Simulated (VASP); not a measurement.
# Al in VASP: single point with PBE

Aim: the single point of Al with PBE.

Program: VASP 6.6.1. These are calculated values, not measurements. Logs are shortened: lines on timing, memory, paths and dates and some standing lists are left out, and cuts for length are marked.

### 1 The cell of the first run

The cell holds a slab with vacuum, 13 atoms: a = 4.016 Å, b = 4.918 Å, c = 25.775 Å, α = 90.00°, β = 90.00°, γ = 114.09°.

### 2 Single point, PBE

Input file INCAR:

```
  PREC = Accurate
  ENCUT = 400
  EDIFF = 1E-6
  ISMEAR = 0
  SIGMA = 0.1
  LREAL = F
  LASPH = T
  NELM = 120
  ALGO = Normal
  ISIF = 2
  LWAVE = F
  LCHARG = T
  LDIPOL = T
  IDIPOL = 3
  DIPOL = 0.5 0.5 0.500
  GGA = PE
  LELF = T
  LVHAR = T
  LVACPOTAV = T
  NBANDS = 32
  ISYM = 0
  GGA_COMPAT = F
  NELMDL = -8
```

Input file KPOINTS:

```
regular mesh
0
Gamma
  10 8 1
```

Input file POSCAR:

```
Al
1.0
    4.0155561815      0.0000000000      0.0000000000
   -2.0077780908      4.4895282947      0.0000000000
    0.0000000000      0.0000000000     25.7748679073
Al
13
Direct
    0.7000000000      0.4000000000      0.2909811227
    0.4000000000      0.8000000000      0.3258176022
    0.1000000000      0.2000000000      0.3606540818
    0.8000000000      0.6000000000      0.3954905613
    0.5000000000      0.0000000000      0.4303270409
    0.2000000000      0.4000000000      0.4651635204
    0.9000000000      0.8000000000      0.5000000000
    0.6000000000      0.2000000000      0.5348364796
    0.3000000000      0.6000000000      0.5696729591
    0.0000000000      0.0000000000      0.6045094387
    0.7000000000      0.4000000000      0.6393459182
    0.4000000000      0.8000000000      0.6741823978
    0.1000000000      0.2000000000      0.7090188773
```

Potentials or basis: VASP PAW PBE potentials, release 64 (Al).

Launch:

```sh
$ cat potpaw_PBE.64/Al/POTCAR > POTCAR
$ mpirun -np 1 vasp_std > vasp.out
```

OUTCAR:

```text
PREC = Accurate
   ENCUT = 400
   EDIFF = 1E-6
   ISMEAR = 0
   LREAL = F
   LASPH = T
   NELM = 120
   ISIF = 2
   GGA = PE
   ISYM = 0
   NELMDL = -8

 ion  position               nearest neighbor table
   1  0.700  0.400  0.291-   4 2.84   2 2.84   2 2.84   2 2.84   3 2.84   3 2.84
   2  0.400  0.800  0.326-   1 2.84   1 2.84   1 2.84   4 2.84   4 2.84   3 2.84   3 2.84   3 2.84
                             5 2.84
   3  0.100  0.200  0.361-   6 2.84   4 2.84   4 2.84   4 2.84   1 2.84   5 2.84   1 2.84   5 2.84
                             2 2.84   2 2.84   2 2.84
   4  0.800  0.600  0.395-   1 2.84   3 2.84   3 2.84   3 2.84   6 2.84   2 2.84   6 2.84   2 2.84
                             5 2.84   5 2.84   5 2.84   7 2.84
   5  0.500  0.000  0.430-   6 2.84   6 2.84   6 2.84   7 2.84   3 2.84   7 2.84   3 2.84   4 2.84
                             4 2.84   4 2.84   8 2.84   2 2.84
   6  0.200  0.400  0.465-   3 2.84   5 2.84   5 2.84   5 2.84   4 2.84   4 2.84   7 2.84   7 2.84
                             7 2.84   9 2.84   8 2.84   8 2.84
   7  0.900  0.800  0.500-   5 2.84   9 2.84   5 2.84   9 2.84   6 2.84   8 2.84   6 2.84   8 2.84
                             8 2.84   6 2.84   4 2.84  10 2.84
   8  0.600  0.200  0.535-  11 2.84   9 2.84   9 2.84   9 2.84  10 2.84  10 2.84   7 2.84   7 2.84
                             7 2.84   5 2.84   6 2.84   6 2.84
   9  0.300  0.600  0.570-   8 2.84   8 2.84   8 2.84  11 2.84   7 2.84  11 2.84   7 2.84  10 2.84
                            10 2.84  10 2.84  12 2.84   6 2.84
  10  0.000  0.000  0.605-  13 2.84  11 2.84  11 2.84  11 2.84   8 2.84  12 2.84   8 2.84  12 2.84
                             9 2.84   9 2.84   9 2.84   7 2.84
  11  0.700  0.400  0.639-   8 2.84  10 2.84  10 2.84  10 2.84   9 2.84  13 2.84  13 2.84   9 2.84
                            12 2.84  12 2.84  12 2.84
  12  0.400  0.800  0.674-  13 2.84  13 2.84  13 2.84  10 2.84  10 2.84  11 2.84  11 2.84  11 2.84
                             9 2.84
  13  0.100  0.200  0.709-  10 2.84  12 2.84  12 2.84  12 2.84  11 2.84  11 2.84

IMPORTANT INFORMATION: All symmetrisations will be switched off!
NOSYMM: (Re-)initialisation of all symmetry stuff for point group C_1.

----------------------------------------------------------------------------------------

                                     Primitive cell

  volume of cell :     464.6681

  direct lattice vectors                    reciprocal lattice vectors
     4.015556182  0.000000000  0.000000000     0.249031505  0.111370275  0.000000000
    -2.007778091  4.489528295  0.000000000     0.000000000  0.222740550  0.000000000
     0.000000000  0.000000000 25.774867907     0.000000000  0.000000000  0.038797483

  length of vectors
     4.015556182  4.918031839 25.774867907     0.272800346  0.222740550  0.038797483

  position of ions in fractional coordinates (direct lattice)
     0.700000000  0.400000000  0.290981123
     0.400000000  0.800000000  0.325817602
     0.100000000  0.200000000  0.360654082
     0.800000000  0.600000000  0.395490561
     0.500000000  0.000000000  0.430327041
     0.200000000  0.400000000  0.465163520
     0.900000000  0.800000000  0.500000000
     0.600000000  0.200000000  0.534836480
     0.300000000  0.600000000  0.569672959
     0.000000000  0.000000000  0.604509439
     0.700000000  0.400000000  0.639345918
     0.400000000  0.800000000  0.674182398
     0.100000000  0.200000000  0.709018877

  ion indices of the primitive-cell ions
   primitive index   ion index
                 1           1
                 2           2
                 3           3
                 4           4
                 5           5
                 6           6
                 7           7
                 8           8
                 9           9
                10          10
                11          11
                12          12
                13          13

----------------------------------------------------------------------------------------

 KPOINTS: regular mesh

Automatic generation of k-mesh.
 Grid dimensions read from file:
 generate k-points for:   10    8    1

 Generating k-lattice:

  Cartesian coordinates                     Fractional coordinates (reciprocal lattice)
     0.024903151  0.011137027  0.000000000     0.100000000  0.000000000  0.000000000
     0.000000000  0.027842569  0.000000000     0.000000000  0.125000000  0.000000000
     0.000000000  0.000000000  0.038797483     0.000000000  0.000000000  1.000000000

  Length of vectors
     0.027280035  0.027842569  0.038797483

  Shift w.r.t. Gamma in fractional coordinates (k-lattice)
     0.000000000  0.000000000  0.000000000

 -----------------------------------------------------------------------------
|                                                                             |
|           W    W    AA    RRRRR   N    N  II  N    N   GGGG   !!!           |
|           W    W   A  A   R    R  NN   N  II  NN   N  G    G  !!!           |
|           W    W  A    A  R    R  N N  N  II  N N  N  G       !!!           |
|           W WW W  AAAAAA  RRRRR   N  N N  II  N  N N  G  GGG   !            |
|           WW  WW  A    A  R   R   N   NN  II  N   NN  G    G                |
|           W    W  A    A  R    R  N    N  II  N    N   GGGG   !!!           |
|                                                                             |
|     Your reciprocal lattice and k-lattice belong to different lattice       |
|     classes:                                                                |
|                                                                             |
|        The reciprocal lattice is base centered orthorhombic,                |
|        whereas your k-lattice is simple monoclinic.                         |
|                                                                             |
|     Results are often still useful ...                                      |
|                                                                             |
 -----------------------------------------------------------------------------

 WARNING: IBZKPT: internal override: KBLOWUP is changed to .FALSE.
      ... skipping the blow-up phase ...

 Subroutine IBZKPT returns following result:
 ===========================================

 Found     42 irreducible k-points:

 Following reciprocal coordinates:
            Coordinates               Weight
  0.000000  0.000000  0.000000      1.000000
  0.100000  0.000000  0.000000      2.000000
  0.200000  0.000000  0.000000      2.000000
  0.300000 -0.000000  0.000000      2.000000
  0.400000 -0.000000  0.000000      2.000000
  0.500000 -0.000000  0.000000      1.000000
[... 16 lines left out ...]
 -0.400000  0.250000  0.000000      2.000000
 -0.300000  0.250000  0.000000      2.000000
 [... further k-points ...]
   k-points           NKPTS =     42   k-points in BZ     NKDIM =     42   number of bands    NBANDS=     32
   number of dos      NEDOS =    301   number of ions     NIONS =     13
   total plane-waves  NPLWV = 150528
   dimension x,y,z NGX =    28 NGY =   32 NGZ =  168
   dimension x,y,z NGXF=    56 NGYF=   64 NGZF=  336
   ions per type =              13
   NGX,Y,Z   is equivalent  to a cutoff of  11.59, 10.82, 10.84 a.u.
   NGXF,Y,Z  is equivalent  to a cutoff of  23.18, 21.63, 21.67 a.u.
 SYSTEM =  unknown system
   PREC   = accura    normal or accurate (medium, high low for compatibility)
   ISTART =      0    job   : 0-new  1-cont  2-samecut
   ICHARG =      2    charge: 1-file 2-atom 10-const
   ISPIN  =      1    spin polarized calculation?
   LNONCOLLINEAR =      F non collinear calculations
   LSORBIT =      F    spin-orbit coupling
   LASPH  =      T    aspherical Exc in radial PAW
   ENCUT  =  400.0 eV  29.40 Ry    5.42 a.u.   6.55  8.02 42.03*2*pi/ulx,y,z
   NELM   =    120;   NELMIN=  2; NELMDL= -8     # of ELM steps
   EDIFF  = 0.1E-05   stopping-criterion for ELM
   LREAL  =      F    real-space projection
   EDIFFG = 0.1E-04   stopping-criterion for IOM
   NSW    =      0    number of steps for IOM
   IBRION =     -1    ionic relax: 0-MD 1-quasi-New 2-CG
   NFREE  =      0    steps in history (QN), initial steepest desc. (CG)
   ISIF   =      2    stress and relaxation
   ISYM   =      0    0-nonsym 1-usesym 2-fastsym
   POTIM  = 0.5000    time-step for ionic-motion
   TEBEG  =    0.0;   TEEND  =   0.0 temperature during run
   PSTRESS=    0.0 pullay stress
   NELECT =      39.0000    total number of electrons
   NUPDOWN=      -1.0000    fix difference up-down
   EMIN   =  10.00;   EMAX   =-10.00  energy-range for DOS
   EFERMI =   0.00;   METHOD = LEGACY
   ISMEAR =     0;   SIGMA  =   0.10  broadening in eV -4-tet -1-fermi 0-gaus
   EFERMI_NEDOS =   21; number of points for ismear=-14 and -15
   IALGO  =     38    algorithm
   IMIX   =      4    mixing-type and parameters
     AMIX     =   0.40;   BMIX     =  1.00
     AMIX_MAG =   1.60;   BMIX_MAG =  1.00
  volume/ion in A,a.u.               =      35.74       241.21
  Fermi-wavevector in a.u.,A,eV,Ry     =   0.716774  1.354506  6.990191  0.513765
  Thomas-Fermi vector in A             =   1.805282
   LORBIT       =      0    0 simple, 1 ext, 2 COOP (PROOUT), +10 PAW based schemes
   GGA     = PE    functional components
   LHFCALC =     F    Hartree Fock is set to
   AEXX    =    0.0000 exact exchange contribution
   IVDW    =     0    specifies the selected vdW correction
   LEPSILON=     F    determine dielectric tensor
   LRPA    =     F    only Hartree local field effects (RPA)
 non-spin polarized calculation
 Gauss-broadening in eV      SIGMA  =   0.10
  energy-cutoff  :      400.00
  volume of cell :      464.67
 maximum number of plane-waves:      8512
 NGX is ok and might be reduce to    28
   NGX = 13   NGY = 17   NGZ = 85

 dipolmoment           0.000000      0.000000      0.000001 electrons x Angstroem

 number of electron      39.0000000 magnetization

 dipolmoment           0.000000      0.000000     -0.000001 electrons x Angstroem

 Free energy of the ion-electron system (eV)
  ---------------------------------------------------
  ext. energy  EPLUGINS =         0.00000000
  ---------------------------------------------------
  free energy    TOTEN  =       -46.31226782 eV

  energy without entropy =      -46.27411148  energy(sigma->0) =      -46.29318965

 E-fermi :   1.4648     XC(G=0):  -5.4980

 val. band max:        1.4621532316   @ k =   0.0000   0.1250   0.0000
 cond. band min:       1.4648260666   @ k =   0.1000   0.1250   0.0000
 fundamental gap:      0.0026728350
 Fermi energy:         1.4647987804

 k-point     1 :       0.0000    0.0000    0.0000
  band No.  band energies     occupation
      1      -9.5511      2.00000
      2      -8.7910      2.00000
      3      -7.5977      2.00000
      4      -6.0384      2.00000
      5      -4.2277      2.00000
      6      -2.4584      2.00000
[... 23 lines left out ...]
     30       3.7138      0.00000
     31       3.8322      0.00000

 k-point     2 :       0.1000    0.0000    0.0000
  band No.  band energies     occupation
      1      -9.4412      2.00000
      2      -8.6817      2.00000
      3      -7.4895      2.00000
      4      -5.9322      2.00000
      5      -4.1259      2.00000
      6      -3.0126      2.00000
[... 740 lines left out ...]
 k-point    24 :      -0.3000    0.2500    0.0000
  band No.  band energies     occupation
      1      -8.6560      2.00000
      2      -7.9012      2.00000
      3      -6.7175      2.00000
      4      -5.1758      2.00000
      5      -4.0045      2.00000
      6      -3.4563      2.00000
[... 23 lines left out ...]
     30       4.4597      0.00000
     31       4.8074      0.00000

 [... further k-points ...]

 [bands above 31 left out]

------------------------ aborting loop because EDIFF is reached ----------------------------------------

  FORCE on cell =-STRESS in cart. coord.  units (eV):
  Direction    XX          YY          ZZ          XY          YZ          ZX
  --------------------------------------------------------------------------------------
  -------------------------------------------------------------------------------------
  Total       -1.0762722     -1.7216717      1.6951810      0.1359610     -0.0522522      0.0255258
  in kB       -3.7109903     -5.9363303      5.8449903      0.4687940     -0.1801656      0.0880132
  external PRESSURE =      -1.2674434 kB  Pullay stress =       0.0000000 kB

 VOLUME and BASIS-vectors are now :
 -----------------------------------------------------------------------------
  energy-cutoff  :      400.00
  volume of cell :      464.67
      direct lattice vectors                 reciprocal lattice vectors
     4.015556182  0.000000000  0.000000000     0.249031505  0.111370275  0.000000000
    -2.007778091  4.489528295  0.000000000     0.000000000  0.222740550  0.000000000
     0.000000000  0.000000000 25.774867907     0.000000000  0.000000000  0.038797483

 POSITION                                       TOTAL-FORCE (eV/Angst)
 -----------------------------------------------------------------------------------
      2.00778      1.79581      7.50000        -0.004441     -0.043989      0.221640
     -0.00000      3.59162      8.39791        -0.000744      0.091608     -0.340685
     -0.00000      0.89791      9.29581        -0.002362     -0.030972     -0.089172
      2.00778      2.69372     10.19372         0.011365      0.021403     -0.050926
      2.00778      0.00000     11.09162         0.001110     -0.019656     -0.015942
     -0.00000      1.79581     11.98953        -0.010701     -0.066083     -0.045579
      2.00778      3.59162     12.88743        -0.000007      0.000006      0.000000
      2.00778      0.89791     13.78534         0.010707      0.066075      0.045576
     -0.00000      2.69372     14.68325        -0.001112      0.019658      0.015940
      0.00000      0.00000     15.58115        -0.011364     -0.021398      0.050920
      2.00778      1.79581     16.47906         0.002367      0.030964      0.089170
     -0.00000      3.59162     17.37696         0.000735     -0.091601      0.340688
     -0.00000      0.89791     18.27487         0.004447      0.043984     -0.221630
 -----------------------------------------------------------------------------------
    total drift:                               -0.000001     -0.000005     -0.000009

  FREE ENERGIE OF THE ION-ELECTRON SYSTEM (eV)
  ---------------------------------------------------
  free  energy   TOTEN  =       -46.3122678248 eV

  energy  without entropy=      -46.2741114833  energy(sigma->0) =      -46.29318965

 vacuum level on the upper side and lower side of the slab         5.675         5.675
```

It took 20 min on 1 thread of Oxide Virtual Turin-like, shared host; peak memory 0.52 GiB.

What came out:

```
Free energy            : -46.3123 eV
Largest force          : 0.353 eV/Å
Band gap on the k mesh : zero (an odd number of electrons rules out a gap without spin polarisation)
```

Forces in eV/Å, atoms in the order of the input:
```
Al  -0.004 -0.044  0.222
Al  -0.001  0.092 -0.341
Al  -0.002 -0.031 -0.089
Al   0.011  0.021 -0.051
Al   0.001 -0.020 -0.016
Al  -0.011 -0.066 -0.046
Al   0.000  0.000  0.000
Al   0.011  0.066  0.046
Al  -0.001  0.020  0.016
Al  -0.011 -0.021  0.051
Al   0.002  0.031  0.089
Al   0.001 -0.092  0.341
Al   0.004  0.044 -0.222
```
